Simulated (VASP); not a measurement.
Set up this calculation in VASP 6.6.1, as the native input.

```
Task                   : single point
Functional             : PBE
Potentials or basis    : VASP PAW PBE potentials, release 64 (Cd, In_d, O)
Cutoff                 : 520 eV
k mesh                 : 8 × 8 × 8
Occupations            : gaussian, width 0.1 eV
Spin                   : no spin polarisation
Dipole correction      : no
Further INCAR settings : ALGO = Normal; EDIFF = 1e-06; NBANDS = 36
```

The structure of Cd3InO lies in POSCAR:

```
Cd3InO
1.0
    4.7235179735      0.0000000000      0.0000000000
    0.0000000000      4.7235179735      0.0000000000
    0.0000000000      0.0000000000      4.7235179735
Cd In O
3 1 1
Direct
    0.5000000000      0.0000000000      0.5000000000
    0.5000000000      0.5000000000      0.0000000000
    0.0000000000      0.5000000000      0.5000000000
    0.0000000000      0.0000000000      0.0000000000
    0.5000000000      0.5000000000      0.5000000000
```

The input as run:

INCAR

```
SYSTEM = Cd3InO
PREC = Accurate
ENCUT = 520
EDIFF = 1E-6
ISMEAR = 0
SIGMA = 0.1
LREAL = .False.
LASPH = .True.
NELM = 80
ALGO = Normal
ISIF = 2
LWAVE = .False.
LCHARG = .False.
GGA = PE
NBANDS = 36
```

KPOINTS

```
regular mesh
0
Gamma
  8 8 8
  0 0 0
```

Potentials or basis: VASP PAW PBE potentials, release 64 (Cd, In_d, O).

Run with:

```sh
$ cat potpaw_PBE.64/Cd/POTCAR potpaw_PBE.64/In_d/POTCAR potpaw_PBE.64/O/POTCAR > POTCAR
$ mpirun -np 1 vasp_std > vasp.out
```

Results of the run:

```yaml
Pressure: 0.4 GPa
```

Caveat: an odd number of electrons without spin polarisation forces a metal; a magnetic or distorted state may lie lower.

Wall time 43 s on 1 thread of Intel(R) Xeon(R) 6975P-C (Granite Rapids), on a shared host, peak memory 0.27 GiB.
